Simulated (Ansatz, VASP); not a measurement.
# Two plane-wave programs on Sn

Contents of INCAR:

```
SYSTEM = Sn
ALGO     = Fast           ! electronic algorithm
EDIFF    = 1E-6           ! SCF threshold, eV
ENCUT    = 520            ! plane-wave cutoff, eV
GGA      = PS             ! functional
ISIF     = 2              ! what is computed and relaxed
ISMEAR   = 0              ! smearing method
LASPH    = .True.         ! aspherical terms in the spheres
LCHARG   = .False.        ! write CHGCAR
LREAL    = .False.        ! projectors in reciprocal space
LWAVE    = .False.        ! write WAVECAR
NBANDS   = 13             ! bands
NELM     = 100            ! most SCF steps
PREC     = Accurate       ! precision mode
SIGMA    = 0.15           ! smearing width, eV
```

File KPOINTS:

```
k-points
0
Gamma
  20 20 20
  0 0 0
```

Contents of POSCAR:

```
Sn
1.0
   -1.8128659500      1.8643243500      2.4552591000
    1.8128659500     -1.8643243500      2.4552591000
    1.8128659500      1.8643243500     -2.4552591000
Sn
1
Direct
    0.0000000000      0.0000000000      0.0000000000
```

Input for Ansatz:

```yaml
crystal:
  lattice:
    - [-1.81286595, 1.86432435, 2.4552591]
    - [1.81286595, -1.86432435, 2.4552591]
    - [1.81286595, 1.86432435, -2.4552591]
  atoms:
    - { symbol: Sn, position: [0.0, 0.0, 0.0] }
basis:
  ecutwfc: 420
kpoints:
  mp_grid: { grid: [20, 20, 20] }
hamiltonian:
  xc: pbesol
scf:
  occupations: { method: gaussian, width: 0.15 }
output:
  forces: true
  stress: true
  eigenvalues: true
```

Change from the starting cell: strain +0.050 along x and y, +0.050 along z, atoms carried along.

Alike in both runs: task single point; functional PBEsol; k mesh 20 × 20 × 20; occupations gaussian, width 0.15 eV; no spin polarisation.

```csv
,VASP,Ansatz
version,VASP 6.6.1,Ansatz 0.2.0
potentials or method,"VASP PAW PBE potentials, release 64 (Sn_d), cutoff 520 eV","scalar-relativistic, plane waves, PAW"
valence electrons in the cell,14,14
```

```tsv
	VASP	Ansatz	Ansatz less VASP
gap on the k mesh at the Fermi level (eV)	none	none	-
pressure (GPa)	-7.3	-7.3	+0.01
traceless stress, the component that is largest in VASP (GPa)	-0.17	-0.17	+0.001
```

VASP's potentials were made for PBE, not for PBEsol. A gap of «none» marks a metal or a gap that the smearing closes.
